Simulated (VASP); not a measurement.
A run of VASP 6.6.1 is set up as follows.

Contents of INCAR:

```
SYSTEM = Al2O3
PREC = Accurate
ENCUT = 520
EDIFF = 1E-6
ISMEAR = -1
SIGMA = 0.05
LREAL = .FALSE.
LASPH = .TRUE.
NELM = 60
ALGO = Normal
ISIF = 2
LWAVE = .FALSE.
LCHARG = .FALSE.
GGA = PS
IVDW = 12
NBANDS = 20
```

File KPOINTS:

```
regular mesh
0
G
  11 11 3
  0 0 0
```

Contents of POSCAR:

```
Al2O3
1.0
    2.8488618628      0.0000000000      0.0000000000
   -1.4244309314      2.4671867451      0.0000000000
    0.0000000000      0.0000000000      7.1915189087
Al O
2 3
Direct
    0.0000000000      0.0000000000      0.8080085660
    0.0000000000      0.0000000000      0.1919914340
    0.3333333333      0.6666666667      0.7133217485
    0.6666666667      0.3333333333      0.0000000000
    0.3333333333      0.6666666667      0.2866782515
```

Potentials or basis: VASP PAW PBE potentials, release 64 (Al, O).

Run with:

```bash
$ cat potpaw_PBE.64/Al/POTCAR potpaw_PBE.64/O/POTCAR > POTCAR
$ mpirun -np 1 vasp_std > vasp.out
```

Q: Estimate the dispersion energy per atom.

A: -0.163 eV.

Q: Estimate the largest force.

A: 0.028 eV/Å.

Stress tensor (GPa, compression positive):
```
 0.54  0.00  0.00
 0.00  0.54  0.00
 0.00  0.00 -0.16
```

Caveat: the PAW data sets were made with another functional, which shifts forces and pressure a little.
